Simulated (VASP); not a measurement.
TaTiNi3, 5 atoms in the cell. The structure is cubic, space group Pm-3m (No. 221). The conventional cell has a = 3.802 Å, b = 3.802 Å, c = 3.802 Å, α = 90.00°, β = 90.00°, γ = 90.00°. Ti (site symmetry m-3m) has 6 Ni at 1.90 Å within 2.5 Å. Within 3.5 Å of Ta (site symmetry m-3m) lie 12 Ni at 2.69 Å and 8 Ti at 3.29 Å. Ni (site symmetry 4/mmm) has 2 Ti at 1.90 Å within 2.5 Å. 

```yaml
Program: VASP 6.6.1
Task: single point
Functional: PBE
Potentials_or_basis: VASP PAW PBE potentials, release 64 (Ti_sv, Ta_pv, Ni)
Cutoff: 520 eV
k_mesh: 4 × 4 × 4
Occupations: gaussian, width 0.1 eV
Spin: collinear spin, ferrimagnetic start
Starting_moments: "[0.0, 0.0, 2.0, -2.0, -2.0] μB"
Dipole_correction: no
Further_INCAR_settings: ALGO = Normal; EDIFF = 1e-06; NBANDS = 38
```

Potentials or basis: VASP PAW PBE potentials, release 64 (Ti_sv, Ta_pv, Ni).

The run is started by

```bash
$ cat potpaw_PBE.64/Ti_sv/POTCAR potpaw_PBE.64/Ta_pv/POTCAR potpaw_PBE.64/Ni/POTCAR > POTCAR
$ mpirun -np 1 vasp_std > vasp.out
```

Hardware: 1 thread of AMD EPYC 7R13 Processor (Zen 3), with other jobs on the host.

Task: Estimate the wall time of this run.

Result: Run time: 100 s on 1 thread of AMD EPYC 7R13 Processor (Zen 3) (shared host), peak memory 0.18 GiB. Counts: scf iterations 17, k points 18.
